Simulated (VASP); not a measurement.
Wanted: the native input for a VASP 6.6.1 run.

| Quantity | Value |
| --- | --- |
| Task | single point |
| Functional | PBE |
| Potentials or basis | VASP PAW PBE potentials, release 64 (In_d, H) |
| Cutoff | 520 eV |
| k mesh | 12 × 12 × 16 |
| Occupations | gaussian, width 0.1 eV |
| Spin | no spin polarisation |
| Dipole correction | no |
| Further INCAR settings | ALGO = Normal; EDIFF = 1e-07; NBANDS = 14 |

The structure of InH2 lies in POSCAR:

```
InH2
1.0
    3.7824110001      0.0000000000      0.0000000000
    0.0000000000      3.7824110001      0.0000000000
    0.0000000000      0.0000000000      3.1332084292
In H
1 2
Direct
    0.5000000000      0.5000000000      0.0000000000
    0.0000000000      0.5000000000      0.8301069458
    0.5000000000      0.0000000000      0.1698930542
```

The cell was built from a structure type or drawn by symmetry, and may not be a known phase.

These files were run (other wordings do the same):

INCAR

```
PREC     = Accurate       # precision mode
ENCUT    = 520            # plane-wave cutoff, eV
EDIFF    = 1E-7           # SCF threshold, eV
ISMEAR   = 0              # smearing method
SIGMA    = 0.1            # smearing width, eV
LREAL    = F              # projectors in reciprocal space
LASPH    = T              # aspherical terms in the spheres
NELM     = 60             # most SCF steps
ALGO     = Normal         # electronic algorithm
ISIF     = 2              # what is computed and relaxed
LWAVE    = F              # write WAVECAR
LCHARG   = F              # write CHGCAR
GGA      = PE             # functional
NBANDS   = 14             # bands
```

KPOINTS

```
regular mesh
0
Gamma
  12 12 16
```

Potentials or basis: VASP PAW PBE potentials, release 64 (In_d, H).

Command:

```console
$ cat potpaw_PBE.64/In_d/POTCAR potpaw_PBE.64/H/POTCAR > POTCAR
$ mpirun -np 1 vasp_std > vasp.out
```

It gave:

- Pressure: -0.1 GPa
- Band gap on the k mesh: zero (an odd number of electrons rules out a gap without spin polarisation)

Caveat: spin-orbit coupling is left out, which moves the levels of the heavy elements.

It took 2.1 min on 1 thread of Intel Xeon 8259CL, with other jobs on the host, peak memory 0.27 GiB.
